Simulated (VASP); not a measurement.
# PtS2: single point with PBE+D3(BJ)

PtS2, a slab with vacuum:

```
S Pt
1.0
     3.54153    0.00000    0.00000
    -1.77076    3.06705    0.00000
     0.00000    0.00000   22.46707
S Pt
4 2
Direct
  0.66667 0.33333 0.20029
  0.33333 0.66667 0.31083
  0.50000 0.00000 0.45505
  0.83333 0.66667 0.56559
  0.00000 0.00000 0.25556
  0.16667 0.33333 0.51032
```

| Property | Result |
| --- | --- |
| Program | VASP 6.6.1 |
| Task | single point |
| Functional | PBE |
| Dispersion | D3(BJ) |
| Potentials or basis | VASP PAW PBE potentials, release 64 (S, Pt) |
| Cutoff | 520 eV |
| k mesh | 9 × 9 × 1 |
| Occupations | gaussian, width 0.05 eV |
| Spin | no spin polarisation |

```
Largest force              : 0.129 eV/Å
Band gap on the k mesh     : 1.30 eV, indirect (least direct gap 1.43 eV)
Dispersion energy per atom : -0.321 eV
```

Forces on the atoms (eV/Å):
```
S    0.000 -0.033  0.034
S    0.000 -0.096 -0.086
S    0.000  0.084  0.081
S    0.000  0.021 -0.036
Pt   0.000  0.045  0.068
Pt   0.000 -0.021 -0.061
```

Levels at points of the mesh, in eV from the valence-band top:
```csv
k point,band 19,band 20,band 21,band 22,band 23,band 24,band 25,band 26
"(0.00, 0.00, 0.00)",-0.65,-0.63,-0.61,-0.45,2.81,2.83,2.86,2.88
```

Wall time 5.5 min on 1 thread of AMD EPYC 7R13 Processor (Zen 3) (shared host), peak memory 0.39 GiB.

Caveat: spin-orbit coupling is left out, which moves the levels of the heavy elements.
